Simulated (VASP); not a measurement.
# Rb (Cmcm) in VASP: notebook, part 2 of 2

VASP 6.6.1.

## 4. Single point, PBE+D3(BJ) (normal strain along x -0.1500, normal strain along z +0.1100)

INCAR reads:

```
SYSTEM = Rb
PREC = Accurate ; ENCUT = 520
EDIFF = 1E-7 ; ISMEAR = 0
SIGMA = 0.15 ; LREAL = .FALSE.
LASPH = .TRUE. ; NELM = 60
ALGO = Fast ; ISIF = 2
LWAVE = .FALSE. ; LCHARG = .FALSE.
GGA = PE ; IVDW = 12
NBANDS = 16
```

KPOINTS reads:

```
regular mesh
0
G
  10 10 6
  0 0 0
```

POSCAR reads:

```
Rb
1.0
    2.1029070600     -4.3297492603      0.0000000000
    2.1029070600      4.3297492603      0.0000000000
    0.0000000000      0.0000000000      8.9275798158
Rb
2
Direct
    0.8359965595      0.1640034405      0.7500000000
    0.1640034405      0.8359965595      0.2500000000
```

Potentials or basis: VASP PAW PBE potentials, release 64 (Rb_sv).

The run is started by

```
> cat potpaw_PBE.64/Rb_sv/POTCAR > POTCAR
> mpirun -np 1 vasp_std > vasp.out
```

OUTCAR:

```text
SYSTEM = Rb
   PREC = Accurate
   ENCUT = 520
   EDIFF = 1E-7
   ISMEAR = 0
   LREAL = .FALSE.
   LASPH = .TRUE.
   NELM = 60
   ISIF = 2
   GGA = PE
   IVDW = 12
 IVDW          = 12

 ion  position               nearest neighbor table
   1  0.836  0.164  0.750-   2 5.15   2 5.15   2 5.15   2 5.15   2 5.29   2 5.29
   2  0.164  0.836  0.250-   1 5.15   1 5.15   1 5.15   1 5.15   1 5.29   1 5.29

  LATTYP: Found a base centered orthorhombic cell.
 ALAT       =     4.2058141200
 B/A-ratio  =     2.0589351487
 C/A-ratio  =     2.1226757914

  Lattice vectors:

 A1 = (   2.1029070600,  -4.3297492603,   0.0000000000)
 A2 = (   2.1029070600,   4.3297492603,   0.0000000000)
 A3 = (   0.0000000000,   0.0000000000,   8.9275798158)

Analysis of symmetry for initial positions (statically):
=====================================================================
 Subroutine PRICEL returns:
 Original cell was already a primitive cell.

 Routine SETGRP: Setting up the symmetry group for a
 base centered orthorhombic supercell.

 Subroutine GETGRP returns: Found  8 space group operations
 (whereof  4 operations were pure point group operations)
 out of a pool of  8 trial point group operations.

The static configuration has the point symmetry C_2h.
 The point group associated with its full space group is D_2h.

Analysis of symmetry for dynamics (positions and initial velocities):
=====================================================================
 Subroutine PRICEL returns:
 Original cell was already a primitive cell.

 Routine SETGRP: Setting up the symmetry group for a
 base centered orthorhombic supercell.

 Subroutine GETGRP returns: Found  8 space group operations
 (whereof  4 operations were pure point group operations)
 out of a pool of  8 trial point group operations.

The dynamic configuration has the point symmetry C_2h.
 The point group associated with its full space group is D_2h.

 Subroutine INISYM returns: Found  8 space group operations
 (whereof  4 operations are pure point group operations),
 and found     1 'primitive' translations

[... 115 lines left out ...]
  volume/ion in A,a.u.               =      81.29       548.55
  Fermi-wavevector in a.u.,A,eV,Ry     =   0.786110  1.485533  8.407984  0.617969
  Thomas-Fermi vector in A             =   1.890583
   LORBIT       =      0    0 simple, 1 ext, 2 COOP (PROOUT), +10 PAW based schemes
   GGA     = PE    functional components
   LHFCALC =     F    Hartree Fock is set to
   AEXX    =    0.0000 exact exchange contribution
   IVDW    =    12    specifies the selected vdW correction
   LEPSILON=     F    determine dielectric tensor
   LRPA    =     F    only Hartree local field effects (RPA)
 non-spin polarized calculation
 RMM-DIIS sequential band-by-band and
 Gauss-broadening in eV      SIGMA  =   0.15
  energy-cutoff  :      520.00
  volume of cell :      162.57
 maximum number of plane-waves:      4410
   NGX = 17   NGY = 17   NGZ = 33

 number of electron      18.0000000 magnetization

 Free energy of the ion-electron system (eV)
  ---------------------------------------------------
  ext. energy  EPLUGINS =         0.00000000
  ---------------------------------------------------
  free energy    TOTEN  =        -1.76686757 eV

  energy without entropy =       -1.74874043  energy(sigma->0) =       -1.75780400

 E-fermi :   0.2962     XC(G=0):  -5.7399

 val. band max:        0.2900201932   @ k =  -0.4000   0.2000   0.3333
 cond. band min:       0.3377161823   @ k =  -0.2000   0.1000   0.0000
 fundamental gap:      0.0476959891
 Fermi energy:         0.2962403942

 k-point     1 :       0.0000    0.0000    0.0000
  band No.  band energies     occupation
      1     -28.6297      2.00000
      2     -28.6272      2.00000
      3     -12.7520      2.00000
      4     -12.6708      2.00000
      5     -12.6606      2.00000
      6     -12.6536      2.00000
[... 433 lines left out ...]
      3     -12.8062      2.00000
      4     -12.7988      2.00000
      5     -12.7381      2.00000
      6     -12.7302      2.00000
[... 8 lines left out ...]
     15       2.9885      0.00000
     16       3.9125      0.00000

 [... further k-points ...]

------------------------ aborting loop because EDIFF is reached ----------------------------------------

 Edisp (eV)   -0.22498

 E8    (eV) :    -0.1282

  FORCE on cell =-STRESS in cart. coord.  units (eV):
  Direction    XX          YY          ZZ          XY          YZ          ZX
  --------------------------------------------------------------------------------------
  -------------------------------------------------------------------------------------
  Total       1.14610     0.22068    -0.49664     0.00000     0.00000     0.00000
  in kB      11.29498     2.17488    -4.89446     0.00000     0.00000     0.00000
  external pressure =        2.86 kB  Pullay stress =        0.00 kB

 VOLUME and BASIS-vectors are now :
 -----------------------------------------------------------------------------
  energy-cutoff  :      520.00
  volume of cell :      162.57
      direct lattice vectors                 reciprocal lattice vectors
     2.102907060 -4.329749260  0.000000000     0.237766095 -0.115480128  0.000000000
     2.102907060  4.329749260  0.000000000     0.237766095  0.115480128  0.000000000
     0.000000000  0.000000000  8.927579816     0.000000000  0.000000000  0.112012440

 POSITION                                       TOTAL-FORCE (eV/Angst)
 -----------------------------------------------------------------------------------
      2.10291     -2.90956      6.69568         0.000000     -0.020125      0.000000
      2.10291      2.90956      2.23189         0.000000      0.020125      0.000000
 -----------------------------------------------------------------------------------
    total drift:                               -0.000000     -0.000000      0.000000

  FREE ENERGIE OF THE ION-ELECTRON SYSTEM (eV)
  ---------------------------------------------------
  free  energy   TOTEN  =        -1.9918506801 eV

  energy  without entropy=       -1.9737235467  energy(sigma->0) =       -1.98278711
```

Wall time 4.7 min (1 thread of Intel Xeon 6975P-C (Granite Rapids), shared host); peak memory 0.45 GiB.

Results:

```
Free energy                : -1.9919 eV
Pressure                   : 0.3 GPa
Largest force              : 0.020 eV/Å
Band gap on the k mesh     : zero (bands 9 and 10 overlap by 2.70 eV)
Dispersion energy per atom : -0.112 eV
```

Forces on the atoms (eV/Å):
```
Rb   0.000 -0.020  0.000
Rb   0.000  0.020  0.000
```

Stress tensor (GPa, compression positive):
```
 1.13  0.00  0.00
 0.00  0.22  0.00
 0.00  0.00 -0.49
```

Levels at points of the mesh, in eV from the Fermi level:
| k point | band 7 | band 8 | band 9 | band 10 | band 11 | band 12 |
| --- | --- | --- | --- | --- | --- | --- |
| (0.00, 0.00, 0.00) | -12.91 | -12.90 | -2.13 | -0.35 | 0.25 | 2.78 |
| (0.50, 0.00, 0.00) | -12.97 | -12.96 | 0.44 | 0.76 | 1.22 | 1.63 |
| (0.50, 0.50, 0.00) | -12.93 | -12.92 | -0.05 | 0.21 | 0.97 | 1.51 |
| (0.00, 0.00, 0.50) | -12.90 | -12.90 | -1.55 | -1.55 | 1.70 | 1.70 |
| (0.50, 0.00, 0.50) | -12.96 | -12.96 | 0.60 | 0.60 | 1.35 | 1.35 |
| (0.50, 0.50, 0.50) | -12.92 | -12.92 | 0.21 | 0.21 | 0.77 | 0.77 |

Caveat: the cell differs from its parent crystal (normal strain along x -0.1500, normal strain along z +0.1100).

## 5. Summary

```csv
cell,further INCAR settings,gap on the mesh (eV),pressure (GPa),largest force (eV/Å)
"a = 4.813, b = 4.813, c = 8.485 Å, angles 90.0, 90.0, 128.2°, 2 atoms",ALGO = Fast; EDIFF = 1e-06; NBANDS = 16,none,0.5,0.03
"a = 4.897, b = 4.897, c = 8.043 Å, angles 90.0, 90.0, 124.3°, 2 atoms",ALGO = Fast; EDIFF = 1e-06; NBANDS = 16,none,0.3,0.02
"a = 4.813, b = 4.813, c = 8.928 Å, angles 90.0, 90.0, 128.2°, 2 atoms",ALGO = Fast; EDIFF = 1e-07; NBANDS = 16,none,0.3,0.02
```

Alike in all rows: task single point; level PBE+D3(BJ); potentials or basis VASP PAW PBE potentials, release 64 (Rb_sv); no spin polarisation; k mesh 10 × 10 × 6; cutoff (eV) 520; smearing gaussian 0.15 eV.

Total energies depend on the potentials used, so only differences within one code and one set of settings carry meaning.

The gap in the log of VASP goes by the Fermi energy; the results here count the filled bands.